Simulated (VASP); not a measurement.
Set up this calculation in VASP 6.6.1, as the native input.

```
Task                   : single point
Functional             : PBE
Potentials or basis    : VASP PAW PBE potentials, release 64 (Sr_sv)
Cutoff                 : 520 eV
k mesh                 : 6 × 6 × 2
Occupations            : gaussian, width 0.1 eV
Spin                   : no spin polarisation
Dipole correction      : no
Further INCAR settings : ALGO = Normal; EDIFF = 1e-07; NBANDS = 22
```

The structure of Sr lies in POSCAR:

```
Sr
1.0
    3.7437411953     -2.1636345507      0.0000000000
    3.7437411953      2.1636345507      0.0000000000
   -2.5249313947      0.0000000000     10.5801523658
Sr
3
Direct
    0.0000000000      0.0000000000      0.5000000000
    0.2223443500      0.2223443500      0.1666707800
    0.7776556500      0.7776556500      0.8333292200
```

One way to write it, as run:

INCAR

```
SYSTEM = Sr
ALGO = Normal
EDIFF = 1E-7
ENCUT = 520
GGA = PE
ISIF = 2
ISMEAR = 0
LASPH = .True.
LCHARG = .True.
LELF = .True.
LREAL = .False.
LVHAR = .True.
LWAVE = .False.
NBANDS = 22
NELM = 100
PREC = Accurate
SIGMA = 0.1
```

KPOINTS

```
k-points
0
Gamma
  6 6 2
  0 0 0
```

Potentials or basis: VASP PAW PBE potentials, release 64 (Sr_sv).

Launch:

```sh
$ cat potpaw_PBE.64/Sr_sv/POTCAR > POTCAR
$ mpirun -np 1 vasp_std > vasp.out
```

Results of the run:

```yaml
Pressure: -0.4 GPa
Largest_force: 0.006 eV/Å
```

Wall time 65 s on 1 thread of Intel(R) Xeon(R) Platinum 8488C (Sapphire Rapids), with other jobs on the host, peak memory 0.3 GiB.
